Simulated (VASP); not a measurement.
# ZnCu (P4/mmm) in VASP: notebook, part 2 of 2

VASP 6.6.1. Earlier steps stand in the parts before.

### Step 3. Single point, PBEsol (equal xx and yy strain of +1 %)

INCAR reads:

```
SYSTEM = ZnCu
PREC = Accurate
ENCUT = 520
EDIFF = 1E-6
ISMEAR = -1
SIGMA = 0.05
LREAL = .FALSE.
LASPH = .TRUE.
NELM = 80
ALGO = Normal
ISIF = 2
LWAVE = .FALSE.
LCHARG = .FALSE.
GGA = PS
NBANDS = 18
```

KPOINTS reads:

```
Automatic mesh
0
G
  14 14 14
  0 0 0
```

POSCAR reads:

```
ZnCu
1.0
    2.9744500000      0.0000000000      0.0000000000
    0.0000000000      2.9744500000      0.0000000000
    0.0000000000      0.0000000000      2.9450000000
Zn Cu
1 1
Direct
    0.5000000000      0.5000000000      0.5000000000
    0.0000000000      0.0000000000      0.0000000000
```

Potentials or basis: VASP PAW PBE potentials, release 64 (Zn, Cu).

Launch:

```bash
cat potpaw_PBE.64/Zn/POTCAR potpaw_PBE.64/Cu/POTCAR > POTCAR
mpirun -np 1 vasp_std > vasp.out
```

It took 3 min on 1 thread of Intel Xeon 8259CL, shared host; peak memory 0.26 GiB.

Results (log left out):

| Property | Result |
| --- | --- |
| Free energy | -6.0728 eV |
| Pressure | -6.3 GPa |
| Band gap on the k mesh | zero (an odd number of electrons rules out a gap without spin polarisation) |

Stress tensor (GPa, compression positive):
```
-6.47  0.00  0.00
 0.00 -6.47  0.00
 0.00  0.00 -5.93
```

Levels at points of the mesh, in eV from the Fermi level:
```tsv
k point	band 10	band 11	band 12	band 13	band 14	band 15
(0.00, 0.00, 0.00)	-2.69	-2.69	6.00	6.00	6.35	11.04
(0.50, 0.00, 0.00)	-3.21	-2.76	-2.01	11.36	11.68	11.99
(0.50, 0.50, 0.00)	-2.47	-1.90	-1.90	1.60	1.94	13.84
(0.00, 0.00, 0.50)	-3.24	-2.78	-1.95	11.46	11.46	12.08
(0.50, 0.00, 0.50)	-2.46	-1.84	-1.82	1.69	2.04	13.59
(0.50, 0.50, 0.50)	-2.43	3.68	4.24	4.29	4.29	4.38
```

Caveat: the cell differs from its parent crystal (equal xx and yy strain of +1 %); the cell stands under tension; the PAW data sets were made with another functional, which shifts forces and pressure a little.

### Step 4. Single point, PBEsol (equal xx and yy strain of +2 %)

INCAR reads:

```
SYSTEM = ZnCu
PREC = Accurate
ENCUT = 520
EDIFF = 1E-6
ISMEAR = -1
SIGMA = 0.05
LREAL = .False.
LASPH = .True.
NELM = 60
ALGO = Normal
ISIF = 2
LWAVE = .False.
LCHARG = .False.
GGA = PS
NBANDS = 18
```

KPOINTS reads:

```
Automatic mesh
0
Gamma
  14 14 14
  0 0 0
```

POSCAR reads:

```
ZnCu
1.0
    3.0039000000      0.0000000000      0.0000000000
    0.0000000000      3.0039000000      0.0000000000
    0.0000000000      0.0000000000      2.9450000000
Zn Cu
1 1
Direct
    0.5000000000      0.5000000000      0.5000000000
    0.0000000000      0.0000000000      0.0000000000
```

Potentials or basis: VASP PAW PBE potentials, release 64 (Zn, Cu).

Launch:

```bash
cat potpaw_PBE.64/Zn/POTCAR potpaw_PBE.64/Cu/POTCAR > POTCAR
mpirun -np 1 vasp_std > vasp.out
```

OUTCAR:

```text
SYSTEM = ZnCu
   PREC = Accurate
   ENCUT = 520
   EDIFF = 1E-6
   ISMEAR = -1
   LREAL = .False.
   LASPH = .True.
   NELM = 60
   ISIF = 2
   GGA = PS

 ion  position               nearest neighbor table
   1  0.500  0.500  0.500-   2 2.58   2 2.58   2 2.58   2 2.58   2 2.58   2 2.58   2 2.58   2 2.58

   2  0.000  0.000  0.000-   1 2.58   1 2.58   1 2.58   1 2.58   1 2.58   1 2.58   1 2.58   1 2.58

  LATTYP: Found a simple tetragonal cell.
 ALAT       =     3.0039000000
[... 695 lines left out ...]
------------------------ aborting loop because EDIFF is reached ----------------------------------------

  FORCE on cell =-STRESS in cart. coord.  units (eV):
  Direction    XX          YY          ZZ          XY          YZ          ZX
  --------------------------------------------------------------------------------------
  -------------------------------------------------------------------------------------
  Total       -1.4055136     -1.4055136     -1.2698437      0.0000000      0.0000000      0.0000000
  in kB      -84.7401825    -84.7401825    -76.5604752      0.0000000      0.0000000      0.0000000
  external PRESSURE =     -82.0136134 kB  Pullay stress =       0.0000000 kB

 VOLUME and BASIS-vectors are now :
 -----------------------------------------------------------------------------
  energy-cutoff  :      520.00
  volume of cell :       26.57
      direct lattice vectors                 reciprocal lattice vectors
     3.003900000  0.000000000  0.000000000     0.332900563  0.000000000  0.000000000
     0.000000000  3.003900000  0.000000000     0.000000000  0.332900563  0.000000000
     0.000000000  0.000000000  2.945000000     0.000000000  0.000000000  0.339558574

 POSITION                                       TOTAL-FORCE (eV/Angst)
 -----------------------------------------------------------------------------------
      1.50195      1.50195      1.47250         0.000000      0.000000      0.000000
      0.00000      0.00000      0.00000         0.000000      0.000000      0.000000
 -----------------------------------------------------------------------------------
    total drift:                                0.000000      0.000000     -0.000000

  FREE ENERGIE OF THE ION-ELECTRON SYSTEM (eV)
  ---------------------------------------------------
  free  energy   TOTEN  =        -6.0487571975 eV

  energy  without entropy=       -6.0450472758  energy(sigma->0) =       -6.04690224
```

stdout:

```text
POSCAR found type information on POSCAR ZnCu
 POSCAR found :  2 types and       2 ions
 scaLAPACK will be used
 -----------------------------------------------------------------------------
|                                                                             |
|                                                                             |
|     You enforced a specific xc type in the INCAR file but a different       |
|     I HOPE YOU KNOW WHAT YOU ARE DOING!                                     |
|                                                                             |
 -----------------------------------------------------------------------------

 LDA part: xc-table for (Slater+PW92), standard interpolation
 POSCAR, INCAR and KPOINTS ok, starting setup
 FFT: planning ... GRIDC
 FFT: planning ... GRID_SOFT
 FFT: planning ... GRID
 WAVECAR not read
 entering main loop
```

Wall time 3 min (1 thread of Intel Xeon 8259CL, shared host); peak memory 0.26 GiB.

Results:

```yaml
Free_energy: -6.0488 eV
Pressure: -8.2 GPa
Band_gap_on_the_k_mesh: zero (an odd number of electrons rules out a gap without spin polarisation)
```

Caveat: the cell differs from its parent crystal (equal xx and yy strain of +2 %); the cell stands under tension; the PAW data sets were made with another functional, which shifts forces and pressure a little.

### Step 5. The runs side by side

```tsv
cell	gap on the mesh (eV)	pressure (GPa)
a = 2.945, b = 2.945, c = 3.004 Å, 2 atoms	none	-6.3
a = 2.974, b = 2.974, c = 2.945 Å, 2 atoms	none	-6.3
a = 3.004, b = 3.004, c = 2.945 Å, 2 atoms	none	-8.2
```

Alike in all rows: task single point; level PBEsol; potentials or basis VASP PAW PBE potentials, release 64 (Zn, Cu); no spin polarisation; k mesh 14 × 14 × 14; cutoff (eV) 520; smearing fermi-dirac 0.05 eV.

Caveats: the cell stands under tension; the PAW data sets were made with another functional, which shifts forces and pressure a little.

Total energies depend on the potentials used, so only differences within one code and one set of settings carry meaning.
